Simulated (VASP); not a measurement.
# In2BAs3 (P6/mmm) in VASP: single point with PBE

Aim: the single point of In2BAs3 with PBE.

Everything below comes from runs of VASP 6.6.1. Logs are shortened: lines on timing, memory, paths and dates and some standing lists are left out, and cuts for length are marked.

## 1. The cell of the first run

It takes space group P6/mmm (No. 191, hexagonal). The conventional cell has a = 4.729 Å, b = 4.729 Å, c = 6.874 Å, α = 90.00°, β = 90.00°, γ = 120.00°. Within 2.6 Å of In (site symmetry 6mm) lie 1 B at 1.96 Å. Within 2.6 Å of B (site symmetry 6/mmm) lie 2 In at 1.96 Å. As (site symmetry mmm) has 4 As at 2.36 Å and 4 In at 2.79 Å within 3.1 Å.

The cell was generated, and may not be a known phase.

## 2. Single point, PBE

File INCAR:

```
SYSTEM = In2BAs3
ALGO = Normal
EDIFF = 1E-6
ENCUT = 560
GGA = PE
GGA_COMPAT = .FALSE.
ISIF = 2
ISMEAR = 0
LASPH = .TRUE.
LCHARG = .TRUE.
LELF = .TRUE.
LREAL = .FALSE.
LVHAR = .TRUE.
LWAVE = .FALSE.
NBANDS = 46
NELM = 120
PREC = Accurate
SIGMA = 0.1
```

File KPOINTS:

```
k-points
0
G
  6 6 4
  0 0 0
```

File POSCAR:

```
In2BAs3
1.0
    4.7285827400      0.0000000000      0.0000000000
   -2.3642913700      4.0950727800      0.0000000000
    0.0000000000      0.0000000000      6.8742569000
In B As
2 1 3
Direct
    0.0000000000      0.0000000000      0.7844641100
    0.0000000000      0.0000000000      0.2155358900
    0.0000000000      0.0000000000      0.5000000000
    0.5000000000      0.0000000000      0.0000000000
    0.0000000000      0.5000000000      0.0000000000
    0.5000000000      0.5000000000      0.0000000000
```

Potentials or basis: VASP PAW PBE potentials, release 64 (In_d, B, As_d).

Started as:

```sh
$ cat potpaw_PBE.64/In_d/POTCAR potpaw_PBE.64/B/POTCAR potpaw_PBE.64/As_d/POTCAR > POTCAR
$ mpirun -np 1 vasp_std > vasp.out
```

OUTCAR:

```text
SYSTEM = In2BAs3
   EDIFF = 1E-6
   ENCUT = 560
   GGA = PE
   ISIF = 2
   ISMEAR = 0
   LASPH = .TRUE.
   LREAL = .FALSE.
   NELM = 120
   PREC = Accurate

 ion  position               nearest neighbor table
   1  0.000  0.000  0.784-   3 1.96   4 2.79   4 2.79   6 2.79   5 2.79   5 2.79   6 2.79   2 2.96
                             2 3.91
   2  0.000  0.000  0.216-   3 1.96   4 2.79   4 2.79   6 2.79   5 2.79   5 2.79   6 2.79   1 2.96
                             1 3.91
   3  0.000  0.000  0.500-   1 1.96   2 1.96
   4  0.500  0.000  0.000-   5 2.36   6 2.36   6 2.36   5 2.36   1 2.79   1 2.79   2 2.79   2 2.79

   5  0.000  0.500  0.000-   6 2.36   6 2.36   4 2.36   4 2.36   1 2.79   2 2.79   1 2.79   2 2.79

   6  0.500  0.500  0.000-   5 2.36   5 2.36   4 2.36   4 2.36   1 2.79   2 2.79   1 2.79   2 2.79

  LATTYP: Found a hexagonal cell.
 ALAT       =     4.7285827400
 C/A-ratio  =     1.4537668638

  Lattice vectors:

 A1 = (   4.7285827400,   0.0000000000,   0.0000000000)
 A2 = (  -2.3642913700,   4.0950727800,   0.0000000000)
 A3 = (   0.0000000000,   0.0000000000,   6.8742569000)

Analysis of symmetry for initial positions (statically):
=====================================================================
 Subroutine PRICEL returns:
 Original cell was already a primitive cell.

 Routine SETGRP: Setting up the symmetry group for a
 hexagonal supercell.

 Subroutine GETGRP returns: Found 24 space group operations
 (whereof 24 operations were pure point group operations)
 out of a pool of 24 trial point group operations.

The static configuration has the point symmetry D_6h.

Analysis of symmetry for dynamics (positions and initial velocities):
=====================================================================
 Subroutine PRICEL returns:
 Original cell was already a primitive cell.

 Routine SETGRP: Setting up the symmetry group for a
 hexagonal supercell.

 Subroutine GETGRP returns: Found 24 space group operations
 (whereof 24 operations were pure point group operations)
 out of a pool of 24 trial point group operations.

The dynamic configuration has the point symmetry D_6h.

 Subroutine INISYM returns: Found 24 space group operations
 (whereof 24 operations are pure point group operations),
 and found     1 'primitive' translations
[... 96 lines left out ...]
   LASPH  =      T    aspherical Exc in radial PAW
   ENCUT  =  560.0 eV  41.16 Ry    6.42 a.u.   9.12  9.12 13.26*2*pi/ulx,y,z
   NELM   =    120;   NELMIN=  2; NELMDL= -5     # of ELM steps
   EDIFF  = 0.1E-05   stopping-criterion for ELM
   LREAL  =      F    real-space projection
   EDIFFG = 0.1E-04   stopping-criterion for IOM
   NSW    =      0    number of steps for IOM
   IBRION =     -1    ionic relax: 0-MD 1-quasi-New 2-CG
   NFREE  =      0    steps in history (QN), initial steepest desc. (CG)
   ISIF   =      2    stress and relaxation
   ISYM   =      2    0-nonsym 1-usesym 2-fastsym
   POTIM  = 0.5000    time-step for ionic-motion
   TEBEG  =    0.0;   TEEND  =   0.0 temperature during run
   PSTRESS=    0.0 pullay stress
   NELECT =      74.0000    total number of electrons
   NUPDOWN=      -1.0000    fix difference up-down
   EMIN   =  10.00;   EMAX   =-10.00  energy-range for DOS
   EFERMI =   0.00;   METHOD = LEGACY
   ISMEAR =     0;   SIGMA  =   0.10  broadening in eV -4-tet -1-fermi 0-gaus
   EFERMI_NEDOS =   21; number of points for ismear=-14 and -15
   IALGO  =     38    algorithm
   IMIX   =      4    mixing-type and parameters
     AMIX     =   0.40;   BMIX     =  1.00
     AMIX_MAG =   1.60;   BMIX_MAG =  1.00
  volume/ion in A,a.u.               =      22.19       149.71
  Fermi-wavevector in a.u.,A,eV,Ry     =   1.346106  2.543772 24.653777  1.812002
  Thomas-Fermi vector in A             =   2.473965
   LORBIT       =      0    0 simple, 1 ext, 2 COOP (PROOUT), +10 PAW based schemes
   GGA     = PE    functional components
   LHFCALC =     F    Hartree Fock is set to
   AEXX    =    0.0000 exact exchange contribution
   IVDW    =     0    specifies the selected vdW correction
   LEPSILON=     F    determine dielectric tensor
   LRPA    =     F    only Hartree local field effects (RPA)
 non-spin polarized calculation
 Gauss-broadening in eV      SIGMA  =   0.10
  energy-cutoff  :      560.00
  volume of cell :      133.11
 maximum number of plane-waves:      4035
   NGX = 19   NGY = 19   NGZ = 27

 number of electron      73.9999980 magnetization

 Free energy of the ion-electron system (eV)
  ---------------------------------------------------
  ext. energy  EPLUGINS =         0.00000000
  ---------------------------------------------------
  free energy    TOTEN  =       -15.54895874 eV

  energy without entropy =      -15.53741045  energy(sigma->0) =      -15.54318460

 E-fermi :   4.5847     XC(G=0):  -9.5868

 val. band max:        4.5052287265   @ k =   0.3333   0.3333   0.2500
 cond. band min:       4.6463767407   @ k =   0.3333   0.1667   0.2500
 fundamental gap:      0.1411480142
 Fermi energy:         4.5847339574

 k-point     1 :       0.0000    0.0000    0.0000
  band No.  band energies     occupation
      1     -31.8849      2.00000
      2     -31.8422      2.00000
      3     -31.8422      2.00000
      4     -31.6606      2.00000
      5     -31.6008      2.00000
      6     -31.6008      2.00000
[... 1018 lines left out ...]
     45       9.3654      0.00000
     46      10.9594      0.00000

------------------------ aborting loop because EDIFF is reached ----------------------------------------

  FORCE on cell =-STRESS in cart. coord.  units (eV):
  Direction    XX          YY          ZZ          XY          YZ          ZX
  --------------------------------------------------------------------------------------
  -------------------------------------------------------------------------------------
  Total       28.8522217     28.8522218     24.8769251      0.0000000      0.0000000     -0.0000000
  in kB      347.2733592    347.2733597    299.4255845      0.0000000      0.0000000     -0.0000000
  external PRESSURE =     331.3241011 kB  Pullay stress =       0.0000000 kB

 VOLUME and BASIS-vectors are now :
 -----------------------------------------------------------------------------
  energy-cutoff  :      560.00
  volume of cell :      133.11
      direct lattice vectors                 reciprocal lattice vectors
     4.728582740  0.000000000  0.000000000     0.211479857  0.122097952  0.000000000
    -2.364291370  4.095072780  0.000000000     0.000000000  0.244195904  0.000000000
     0.000000000  0.000000000  6.874256900     0.000000000  0.000000000  0.145470269

 POSITION                                       TOTAL-FORCE (eV/Angst)
 -----------------------------------------------------------------------------------
      0.00000      0.00000      5.39261        -0.000000     -0.000000      0.311471
      0.00000      0.00000      1.48165         0.000000      0.000000     -0.311471
      0.00000      0.00000      3.43713         0.000000     -0.000000      0.000000
      2.36429      0.00000      0.00000         0.000000     -0.000000      0.000000
     -1.18215      2.04754      0.00000         0.000000     -0.000000      0.000000
      1.18215      2.04754      0.00000         0.000000     -0.000000      0.000000
 -----------------------------------------------------------------------------------
    total drift:                                0.000000      0.000000     -0.000000

  FREE ENERGIE OF THE ION-ELECTRON SYSTEM (eV)
  ---------------------------------------------------
  free  energy   TOTEN  =       -15.5489587425 eV

  energy  without entropy=      -15.5374104478  energy(sigma->0) =      -15.54318460
```

OSZICAR:

```text
N       E                     dE             d eps       ncg     rms          rms(c)
DAV:   1     0.926378225629E+03    0.92638E+03   -0.33900E+04  2812   0.702E+03
DAV:   2     0.183353892842E+03   -0.74302E+03   -0.71653E+03  1932   0.148E+03
DAV:   3     0.334571101891E+01   -0.18001E+03   -0.17562E+03  1956   0.285E+02
DAV:   4    -0.161270747060E+02   -0.19473E+02   -0.19067E+02  2330   0.102E+02
DAV:   5    -0.168921569335E+02   -0.76508E+00   -0.76103E+00  2260   0.233E+01    0.145E+01
DAV:   6    -0.163493196571E+02    0.54284E+00   -0.16113E+01  3052   0.130E+01    0.773E+00
DAV:   7    -0.155979984167E+02    0.75132E+00   -0.50672E+00  2598   0.914E+00    0.479E+00
DAV:   8    -0.155548430168E+02    0.43155E-01   -0.34777E-01  2610   0.298E+00    0.141E+00
DAV:   9    -0.155499288146E+02    0.49142E-02   -0.14080E-01  2644   0.253E+00    0.115E+00
DAV:  10    -0.155492237646E+02    0.70505E-03   -0.33793E-02  2500   0.785E-01    0.214E-01
DAV:  11    -0.155487827403E+02    0.44102E-03   -0.26799E-03  2568   0.756E-01    0.214E-01
DAV:  12    -0.155489753174E+02   -0.19258E-03   -0.68167E-04  2618   0.185E-01    0.309E-02
DAV:  13    -0.155489557883E+02    0.19529E-04   -0.15430E-04  2576   0.196E-01    0.138E-02
DAV:  14    -0.155489589954E+02   -0.32071E-05   -0.32241E-05  2576   0.415E-02    0.168E-02
DAV:  15    -0.155489587425E+02    0.25297E-06   -0.31570E-06  2078   0.116E-02
   1 F= -.15548959E+02 E0= -.15543185E+02  d E =-.115483E-01
```

Run time: 2.4 min. Hardware: 1 thread of Intel Xeon Platinum 8259CL at 2.50GHz (Skylake/Cascade Lake), shared host; peak memory 0.32 GiB.

Results:

```yaml
Free_energy: -15.5490 eV
Pressure: 33.1 GPa
Largest_force: 0.311 eV/Å
Band_gap_on_the_k_mesh: zero (bands 37 and 38 overlap by 1.06 eV)
```

Forces on the atoms (eV/Å):
```
In   0.000  0.000  0.311
In   0.000  0.000 -0.311
B    0.000  0.000  0.000
As   0.000  0.000  0.000
As   0.000  0.000  0.000
As   0.000  0.000  0.000
```

Levels at points of the mesh, in eV from the Fermi level:
| k point | band 33 | band 34 | band 35 | band 36 | band 37 | band 38 | band 39 | band 40 | band 41 | band 42 |
| --- | --- | --- | --- | --- | --- | --- | --- | --- | --- | --- |
| (0.00, 0.00, 0.00) | -6.31 | -3.31 | -2.17 | 0.63 | 0.63 | 0.72 | 0.72 | 2.06 | 2.06 | 2.90 |
| (0.50, 0.00, 0.00) | -1.54 | -1.36 | -1.18 | -0.80 | -0.78 | -0.43 | 0.18 | 0.84 | 2.82 | 3.24 |
| (0.00, 0.00, 0.50) | -5.10 | -4.97 | -2.03 | -0.13 | -0.13 | 0.60 | 0.60 | 3.49 | 4.05 | 4.05 |
| (0.50, 0.00, 0.50) | -3.20 | -1.69 | -0.78 | -0.43 | -0.42 | -0.21 | 0.07 | 1.31 | 1.31 | 2.60 |

Caveat: the cell stands under pressure; spin-orbit coupling is left out, which moves the levels of the heavy elements.

The gap in the log of VASP goes by the Fermi energy; the results here count the filled bands.